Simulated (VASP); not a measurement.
# CuI (F-43m) in VASP: a series of runs

Aim: see how the results for CuI move with the level of theory and the settings. Levels: PBE, B3LYP, HSE06. Tasks: single point.

Program: VASP 6.6.1. These are calculated values, not measurements. Logs are shortened: lines on timing, memory, paths and dates and some standing lists are left out, and cuts for length are marked.

**1. The cell of the first run**

Symmetry: F-43m, No. 216, cubic system. Conventional cell: a = 6.063 Å, b = 6.063 Å, c = 6.063 Å, α = 90.00°, β = 90.00°, γ = 90.00°. Within 3.5 Å of Cu (site symmetry -43m) lie 4 I at 2.63 Å. I (site symmetry -43m) has 4 Cu at 2.63 Å within 3.5 Å.

**2. Single point, PBE**

The input, INCAR:

```
SYSTEM = CuI
PREC     = Accurate       ! precision mode
ENCUT    = 600            ! plane-wave cutoff, eV
EDIFF    = 1E-6           ! SCF threshold, eV
ISMEAR   = 0              ! smearing method
SIGMA    = 0.01           ! smearing width, eV
LREAL    = .False.        ! projectors in reciprocal space
LASPH    = .True.         ! aspherical terms in the spheres
NELM     = 120            ! most SCF steps
ALGO     = Normal         ! electronic algorithm
ISIF     = 2              ! what is computed and relaxed
LWAVE    = .False.        ! write WAVECAR
LCHARG   = .False.        ! write CHGCAR
GGA      = PE             ! functional
NBANDS   = 16             ! bands
GGA_COMPAT= .False.
```

The input, KPOINTS:

```
Automatic mesh
0
Gamma
  2 2 2
  0 0 0
```

The input, POSCAR:

```
CuI
1.0
    0.0000000000      3.0315000000      3.0315000000
    3.0315000000      0.0000000000      3.0315000000
    3.0315000000      3.0315000000      0.0000000000
Cu I
1 1
Direct
    0.7500000000      0.7500000000      0.7500000000
    0.0000000000      0.0000000000      0.0000000000
```

Potentials or basis: VASP PAW PBE potentials, release 64 (Cu, I).

Command:

```
$ cat potpaw_PBE.64/Cu/POTCAR potpaw_PBE.64/I/POTCAR > POTCAR
$ mpirun -np 1 vasp_std > vasp.out
```

OUTCAR:

```text
SYSTEM = CuI
   PREC = Accurate
   ENCUT = 600
   EDIFF = 1E-6
   ISMEAR = 0
   LREAL = .False.
   LASPH = .True.
   NELM = 120
   ISIF = 2
   GGA = PE

 ion  position               nearest neighbor table
   1  0.750  0.750  0.750-   2 2.63   2 2.63   2 2.63   2 2.63
   2  0.000  0.000  0.000-   1 2.63   1 2.63   1 2.63   1 2.63

  LATTYP: Found a face centered cubic cell.
 ALAT       =     6.0630000000

  Lattice vectors:

 A1 = (   0.0000000000,   3.0315000000,   3.0315000000)
 A2 = (   3.0315000000,   0.0000000000,   3.0315000000)
 A3 = (   3.0315000000,   3.0315000000,   0.0000000000)

Analysis of symmetry for initial positions (statically):
=====================================================================
 Subroutine PRICEL returns:
 Original cell was already a primitive cell.

 Routine SETGRP: Setting up the symmetry group for a
 face centered cubic supercell.

 Subroutine GETGRP returns: Found 24 space group operations
 (whereof 24 operations were pure point group operations)
 out of a pool of 48 trial point group operations.

The static configuration has the point symmetry T_d .

Analysis of symmetry for dynamics (positions and initial velocities):
=====================================================================
 Subroutine PRICEL returns:
 Original cell was already a primitive cell.

 Routine SETGRP: Setting up the symmetry group for a
 face centered cubic supercell.

 Subroutine GETGRP returns: Found 24 space group operations
 (whereof 24 operations were pure point group operations)
 out of a pool of 48 trial point group operations.

The dynamic configuration has the point symmetry T_d .

 Subroutine INISYM returns: Found 24 space group operations
 (whereof 24 operations are pure point group operations),
 and found     1 'primitive' translations

----------------------------------------------------------------------------------------

                                     Primitive cell

  volume of cell :      55.7189

  direct lattice vectors                    reciprocal lattice vectors
     0.000000000  3.031500000  3.031500000    -0.164934851  0.164934851  0.164934851
     3.031500000  0.000000000  3.031500000     0.164934851 -0.164934851  0.164934851
     3.031500000  3.031500000  0.000000000     0.164934851  0.164934851 -0.164934851

  length of vectors
     4.287188414  4.287188414  4.287188414     0.285675541  0.285675541  0.285675541

  position of ions in fractional coordinates (direct lattice)
     0.750000000  0.750000000  0.750000000
     0.000000000  0.000000000  0.000000000

  ion indices of the primitive-cell ions
   primitive index   ion index
                 1           1
                 2           2

----------------------------------------------------------------------------------------

 KPOINTS: Automatic mesh

Automatic generation of k-mesh.
 Grid dimensions read from file:
 generate k-points for:    2    2    2

 Generating k-lattice:

  Cartesian coordinates                     Fractional coordinates (reciprocal lattice)
    -0.082467425  0.082467425  0.082467425     0.500000000  0.000000000  0.000000000
     0.082467425 -0.082467425  0.082467425     0.000000000  0.500000000  0.000000000
     0.082467425  0.082467425 -0.082467425     0.000000000  0.000000000  0.500000000

  Length of vectors
     0.142837771  0.142837771  0.142837771

  Shift w.r.t. Gamma in fractional coordinates (k-lattice)
     0.000000000  0.000000000  0.000000000

 Subroutine IBZKPT returns following result:
 ===========================================

 Found      3 irreducible k-points:

 Following reciprocal coordinates:
            Coordinates               Weight
  0.000000  0.000000  0.000000      1.000000
  0.500000  0.000000  0.000000      4.000000
  0.500000  0.500000  0.000000      3.000000
   k-points           NKPTS =      3   k-points in BZ     NKDIM =      3   number of bands    NBANDS=     16
   number of dos      NEDOS =    301   number of ions     NIONS =      2
   total plane-waves  NPLWV =  46656
   dimension x,y,z NGX =    36 NGY =   36 NGZ =   36
   dimension x,y,z NGXF=    72 NGYF=   72 NGZF=   72
   ions per type =               1   1
   NGX,Y,Z   is equivalent  to a cutoff of  13.96, 13.96, 13.96 a.u.
   NGXF,Y,Z  is equivalent  to a cutoff of  27.92, 27.92, 27.92 a.u.
 SYSTEM =  CuI
   PREC   = accura    normal or accurate (medium, high low for compatibility)
   ISTART =      0    job   : 0-new  1-cont  2-samecut
   ICHARG =      2    charge: 1-file 2-atom 10-const
   ISPIN  =      1    spin polarized calculation?
   LNONCOLLINEAR =      F non collinear calculations
   LSORBIT =      F    spin-orbit coupling
   LASPH  =      T    aspherical Exc in radial PAW
   ENCUT  =  600.0 eV  44.10 Ry    6.64 a.u.   8.56  8.56  8.56*2*pi/ulx,y,z
   NELM   =    120;   NELMIN=  2; NELMDL= -5     # of ELM steps
   EDIFF  = 0.1E-05   stopping-criterion for ELM
   LREAL  =      F    real-space projection
   EDIFFG = 0.1E-04   stopping-criterion for IOM
   NSW    =      0    number of steps for IOM
   IBRION =     -1    ionic relax: 0-MD 1-quasi-New 2-CG
   NFREE  =      0    steps in history (QN), initial steepest desc. (CG)
   ISIF   =      2    stress and relaxation
   ISYM   =      2    0-nonsym 1-usesym 2-fastsym
   POTIM  = 0.5000    time-step for ionic-motion
   TEBEG  =    0.0;   TEEND  =   0.0 temperature during run
   PSTRESS=    0.0 pullay stress
   NELECT =      18.0000    total number of electrons
   NUPDOWN=      -1.0000    fix difference up-down
   EMIN   =  10.00;   EMAX   =-10.00  energy-range for DOS
   EFERMI =   0.00;   METHOD = LEGACY
   ISMEAR =     0;   SIGMA  =   0.01  broadening in eV -4-tet -1-fermi 0-gaus
   EFERMI_NEDOS =   21; number of points for ismear=-14 and -15
   IALGO  =     38    algorithm
   IMIX   =      4    mixing-type and parameters
     AMIX     =   0.40;   BMIX     =  1.00
     AMIX_MAG =   1.60;   BMIX_MAG =  1.00
  volume/ion in A,a.u.               =      27.86       188.00
  Fermi-wavevector in a.u.,A,eV,Ry     =   1.123306  2.122741 17.168055  1.261816
  Thomas-Fermi vector in A             =   2.259971
   LORBIT       =      0    0 simple, 1 ext, 2 COOP (PROOUT), +10 PAW based schemes
   GGA     = PE    functional components
   LHFCALC =     F    Hartree Fock is set to
   AEXX    =    0.0000 exact exchange contribution
   IVDW    =     0    specifies the selected vdW correction
   LEPSILON=     F    determine dielectric tensor
   LRPA    =     F    only Hartree local field effects (RPA)
 non-spin polarized calculation
 Gauss-broadening in eV      SIGMA  =   0.01
  energy-cutoff  :      600.00
  volume of cell :       55.72
 maximum number of plane-waves:      1868
 NGX is ok and might be reduce to    36
   NGX = 17   NGY = 17   NGZ = 17

 number of electron      18.0000006 magnetization

 Free energy of the ion-electron system (eV)
  ---------------------------------------------------
  ext. energy  EPLUGINS =         0.00000000
  ---------------------------------------------------
  free energy    TOTEN  =        -4.67288406 eV

  energy without entropy =       -4.67288406  energy(sigma->0) =       -4.67288406

 E-fermi :   4.5325     XC(G=0):  -8.8328

 val. band max:        4.4841042647   @ k =   0.0000   0.0000   0.0000
 cond. band min:       5.6788548265   @ k =   0.0000   0.0000   0.0000
 fundamental gap:      1.1947505617
 Fermi energy:         4.5325100229

 k-point     1 :       0.0000    0.0000    0.0000
  band No.  band energies     occupation
      1      -9.3042      2.00000
      2       0.8751      2.00000
      3       0.8751      2.00000
      4       0.8751      2.00000
      5       2.4764      2.00000
      6       2.4764      2.00000
[... 8 lines left out ...]
     15      14.1114      0.00000
     16      14.1114      0.00000

 k-point     2 :       0.5000    0.0000    0.0000
  band No.  band energies     occupation
      1      -8.7306      2.00000
      2      -1.0064      2.00000
      3       0.9198      2.00000
      4       0.9198      2.00000
      5       2.5051      2.00000
      6       2.5051      2.00000
[... 8 lines left out ...]
     15      15.4200      0.00000
     16      15.4200      0.00000

 k-point     3 :       0.5000    0.5000    0.0000
  band No.  band energies     occupation
      1      -8.5354      2.00000
      2      -1.0009      2.00000
      3       0.8432      2.00000
      4       0.8432      2.00000
      5       2.4682      2.00000
      6       2.5471      2.00000
[... 8 lines left out ...]
     15      15.8430      0.00000
     16      16.6113      0.00000

------------------------ aborting loop because EDIFF is reached ----------------------------------------

  FORCE on cell =-STRESS in cart. coord.  units (eV):
  Direction    XX          YY          ZZ          XY          YZ          ZX
  --------------------------------------------------------------------------------------
  -------------------------------------------------------------------------------------
  Total        1.7241734      1.7241734      1.7241734      0.0000000      0.0000000      0.0000000
  in kB       49.5779788     49.5779788     49.5779788      0.0000000      0.0000000      0.0000000
  external PRESSURE =      49.5779788 kB  Pullay stress =       0.0000000 kB

 VOLUME and BASIS-vectors are now :
 -----------------------------------------------------------------------------
  energy-cutoff  :      600.00
  volume of cell :       55.72
      direct lattice vectors                 reciprocal lattice vectors
     0.000000000  3.031500000  3.031500000    -0.164934851  0.164934851  0.164934851
     3.031500000  0.000000000  3.031500000     0.164934851 -0.164934851  0.164934851
     3.031500000  3.031500000  0.000000000     0.164934851  0.164934851 -0.164934851

 POSITION                                       TOTAL-FORCE (eV/Angst)
 -----------------------------------------------------------------------------------
      4.54725      4.54725      4.54725         0.000000      0.000000      0.000000
      0.00000      0.00000      0.00000        -0.000000     -0.000000     -0.000000
 -----------------------------------------------------------------------------------
    total drift:                               -0.000000     -0.000000     -0.000000

  FREE ENERGIE OF THE ION-ELECTRON SYSTEM (eV)
  ---------------------------------------------------
  free  energy   TOTEN  =        -4.6728840595 eV

  energy  without entropy=       -4.6728840595  energy(sigma->0) =       -4.67288406
```

It took 8.9 s on 1 thread of Intel Xeon Platinum 8259CL at 2.50GHz (Skylake/Cascade Lake), shared host; peak memory 0.2 GiB.

Results:

```
Free energy            : -4.6729 eV
Pressure               : 5.0 GPa
Band gap on the k mesh : 1.19 eV
```

Levels at points of the mesh, in eV from the valence-band top:
```tsv
k point	band 5	band 6	band 7	band 8	band 9	band 10	band 11	band 12	band 13	band 14
(0.00, 0.00, 0.00)	-2.01	-2.01	0.00	0.00	0.00	1.19	4.88	4.88	4.88	8.25
(0.50, 0.00, 0.00)	-1.98	-1.98	-1.93	-0.75	-0.75	2.19	5.42	5.42	7.49	9.25
(0.50, 0.50, 0.00)	-2.02	-1.94	-1.92	-1.61	-1.61	2.73	2.93	9.36	9.80	9.80
```

Caveat: the k points lie up to 0.90 Å⁻¹ apart, too coarse for converged energies, forces and pressures; spin-orbit coupling is left out, which moves the levels of the heavy elements. As with any semilocal functional, this PBE gap is likely too small.

**3. Single point, B3LYP**

POSCAR is that of step 2.

The input, INCAR.step1:

```
PREC = Accurate ; ENCUT = 520
EDIFF = 1E-5 ; ISMEAR = 0
SIGMA = 0.01 ; LREAL = F
LASPH = T ; NELM = 120
ALGO = Normal ; ISIF = 2
LWAVE = T ; LCHARG = F
GGA = PE ; NBANDS = 16
GGA_COMPAT = F
```

The input, INCAR.step2:

```
PREC = Accurate ; ENCUT = 520
EDIFF = 1E-6 ; ISMEAR = 0
SIGMA = 0.01 ; LREAL = F
LASPH = T ; NELM = 120
ALGO = Normal ; ISIF = 2
LWAVE = F ; LCHARG = F
GGA = B3 ; LHFCALC = T
AEXX = 0.2 ; AGGAX = 0.72
AGGAC = 0.81 ; ALDAC = 0.19
PRECFOCK = Normal ; ISTART = 1
NBANDS = 16 ; GGA_COMPAT = F
```

The input, KPOINTS:

```
regular mesh
0
Gamma
  2 2 2
```

Potentials or basis: VASP PAW PBE potentials, release 64 (Cu, I).

Command:

```
$ cat potpaw_PBE.64/Cu/POTCAR potpaw_PBE.64/I/POTCAR > POTCAR
$ cp INCAR.step1 INCAR
$ mpirun -np 1 vasp_std > vasp.out
$ cp INCAR.step2 INCAR
$ mpirun -np 1 vasp_std > vasp.out
```

It took 53 s on 1 thread of Intel Xeon Platinum 8259CL at 2.50GHz (Skylake/Cascade Lake), shared host; peak memory 0.18 GiB.

Results (log left out):

```yaml
Free_energy: -5.2912 eV
Pressure: 7.0 GPa
Band_gap_on_the_k_mesh: 3.16 eV
```

Levels at points of the mesh, in eV from the valence-band top:
```
           k point  band 6  band 7  band 8  band 9  band 10  band 11  band 12  band 13
(0.00, 0.00, 0.00)   -2.49    0.00    0.00    0.00     3.16     6.87     6.87     6.87
(0.50, 0.00, 0.00)   -2.46   -2.43   -0.82   -0.82     4.13     7.38     7.38     9.42
(0.50, 0.50, 0.00)   -2.41   -2.30   -1.94   -1.94     4.53     4.81    11.39    12.00
```

Caveat: the k points lie up to 0.90 Å⁻¹ apart, too coarse for converged energies, forces and pressures; the PAW data sets were made with another functional, which shifts forces and pressure a little; spin-orbit coupling is left out, which moves the levels of the heavy elements.

(Part 1 of 2 ends here.)
